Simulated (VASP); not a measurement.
Wanted: the native input for a VASP 6.6.1 run.

```
Task                            : G0W0 quasiparticle levels
Functional                      : PBE
Potentials or basis             : VASP PAW PBE potentials, release 64 (C_GW)
Cutoff                          : 500 eV
k mesh                          : 3 × 3 × 3
Occupations                     : gaussian, width 0.01 eV
Spin                            : no spin polarisation
Dipole correction               : no
GW scheme                       : G0W0
GW iterations                   : 1
Cutoff of the response function : 160
Frequency points                : 48
Empty bands                     : 34
Further INCAR settings          : ALGO = EVGW0; EDIFF = 1e-08; NBANDS = 38
```

C:

```xyz
2
Lattice="0.0000 1.7835 1.7835 1.7835 0.0000 1.7835 1.7835 1.7835 0.0000" Properties=species:S:1:pos:R:3 pbc="T T T"
C     0.0000    0.0000    0.0000
C     0.8918    0.8918    0.8918
```

The input as run:

POSCAR

```
C
1.0
    0.0000000000      1.7835000000      1.7835000000
    1.7835000000      0.0000000000      1.7835000000
    1.7835000000      1.7835000000      0.0000000000
C
2
Direct
    0.0000000000      0.0000000000      0.0000000000
    0.2500000000      0.2500000000      0.2500000000
```

INCAR.step1

```
ALGO = Normal
EDIFF = 1E-8
ENCUT = 500
GGA = PE
ISMEAR = 0
LASPH = T
LCHARG = F
LREAL = F
LWAVE = T
NELM = 80
PREC = Accurate
SIGMA = 0.01
```

INCAR.step2

```
ALGO = Exact
EDIFF = 1E-8
ENCUT = 500
GGA = PE
ISMEAR = 0
ISTART = 1
LASPH = T
LCHARG = F
LOPTICS = T
LREAL = F
LWAVE = T
NBANDS = 38
NELM = 1
PREC = Accurate
SIGMA = 0.01
```

INCAR.step3

```
ALGO = EVGW0
EDIFF = 1E-8
ENCUT = 500
ENCUTGW = 160.0
GGA = PE
ISMEAR = 0
ISTART = 1
LASPH = T
LCHARG = F
LREAL = F
LWAVE = F
NBANDS = 38
NBANDSGW = 12
NELMGW = 1
NOMEGA = 48
PREC = Accurate
PRECFOCK = Fast
SIGMA = 0.01
```

KPOINTS

```
k-points
0
Gamma
  3 3 3
```

Potentials or basis: VASP PAW PBE potentials, release 64 (C_GW).

The run is started by

```sh
$ cat potpaw_PBE.64/C_GW/POTCAR > POTCAR
$ cp INCAR.step1 INCAR
$ mpirun -np 1 vasp_std > vasp.out
$ cp INCAR.step2 INCAR
$ mpirun -np 1 vasp_std > vasp.out
$ cp INCAR.step3 INCAR
$ mpirun -np 1 vasp_std > vasp.out
```

Results of the run:

```
Band gap on the k mesh, mean-field level : 4.11 eV, indirect (least direct gap 5.56 eV)
Quasiparticle gap                        : 5.26 eV
Least direct quasiparticle gap           : 7.17 eV
```

Caveat: the k points lie up to 1.02 Å⁻¹ apart; bands, screening cutoff and mesh are small and nothing is extrapolated, so the quasiparticle values aren't converged.

Wall time 5.6 s on 1 thread of Intel Xeon 6975P-C (shared host), peak memory 0.12 GiB.
